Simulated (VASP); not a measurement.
Pt:

```
Pt
1.0
    -1.58422    1.58422    1.58422
     1.58422   -1.58422    1.58422
     1.58422    1.58422   -1.58422
Pt
1
Direct
  0.00000 0.00000 0.00000
```

| Item | Value |
| --- | --- |
| Program | VASP 6.6.1 |
| Task | relaxation of cell and atoms |
| Functional | LDA |
| Potentials or basis | VASP PAW LDA potentials, release 64 (Pt) |
| Cutoff | 600 eV |
| k mesh | 12 × 12 × 12 |
| Occupations | fermi-dirac, width 0.05 eV |
| Spin | no spin polarisation |

At the start: pressure -15.5 GPa; volume 15.90 Å³/atom.

Question: How do energy, volume and symmetry change on relaxing?

Answer: Over 5 steps the energy falls by 49.2 meV/atom and the volume is 14.95 Å³/atom (-6.0 %); space group Im-3m (No. 229, to 0.05 Å).

Step by step:
| step | energy change (eV) | largest force (eV/Å) | pressure (GPa) | volume (Å³) |
| --- | --- | --- | --- | --- |
| 1 | 0.0000 | 0.0000 | -15.51 | 15.90 |
| 2 | 0.4294 | 0.0000 | 78.29 | 12.62 |
| 3 | -0.0490 | 0.0000 | -1.14 | 15.01 |
| 4 | -0.0492 | 0.0000 | -0.30 | 14.97 |
| 5 | -0.0492 | 0.0000 | 0.07 | 14.95 |

Final structure:
```
Pt
1.0
    -1.55183    1.55183    1.55183
     1.55183   -1.55183    1.55183
     1.55183    1.55183   -1.55183
Pt
1
Cartesian
  0.0000 0.0000 0.0000
```
